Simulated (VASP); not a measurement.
A run of VASP 6.6.1 is set up as follows.

File POSCAR:

```
Si
1.0
    2.6598509571      0.0000000000      0.0000000000
   -1.3299254786      2.3034984991      0.0000000000
    0.0000000000      0.0000000000      2.3923637583
Si
1
Direct
    0.0000000000      0.0000000000      0.0000000000
```

Contents of INCAR.step1:

```
PREC = Accurate ; ENCUT = 520
ISMEAR = 0 ; SIGMA = 0.15
LREAL = F ; LASPH = T
NELM = 100 ; NBANDS = 8
GGA = PE ; ALGO = Normal
EDIFF = 1E-4 ; LWAVE = T
LCHARG = F
```

INCAR.step2

```
PREC = Accurate ; ENCUT = 520
EDIFF = 1E-6 ; ISMEAR = 0
SIGMA = 0.15 ; LREAL = F
LASPH = T ; NELM = 100
ALGO = Normal ; ISIF = 2
LWAVE = F ; LCHARG = T
METAGGA = R2SCAN ; LMIXTAU = T
LELF = T ; LVHAR = T
NBANDS = 8 ; ISTART = 1
```

Contents of KPOINTS:

```
Automatic mesh
0
Gamma
  24 24 20
```

Potentials or basis: VASP PAW PBE potentials, release 64 (Si).

Run with:

```sh
$ cat potpaw_PBE.64/Si/POTCAR > POTCAR
$ cp INCAR.step1 INCAR
$ mpirun -np 1 vasp_std > vasp.out
$ cp INCAR.step2 INCAR
$ mpirun -np 1 vasp_std > vasp.out
```

(1) Estimate the band gap on the k mesh.

(2) What does it give for the pressure?

## Answers

(1) zero (bands 2 and 3 overlap by 13.21 eV).

(2) 3.1 GPa.

Caveat: the cell differs from its parent crystal (strain +0.015 along x and y, -0.030 along z); the cell stands under pressure; the PAW data sets were made with another functional, which shifts forces and pressure a little.
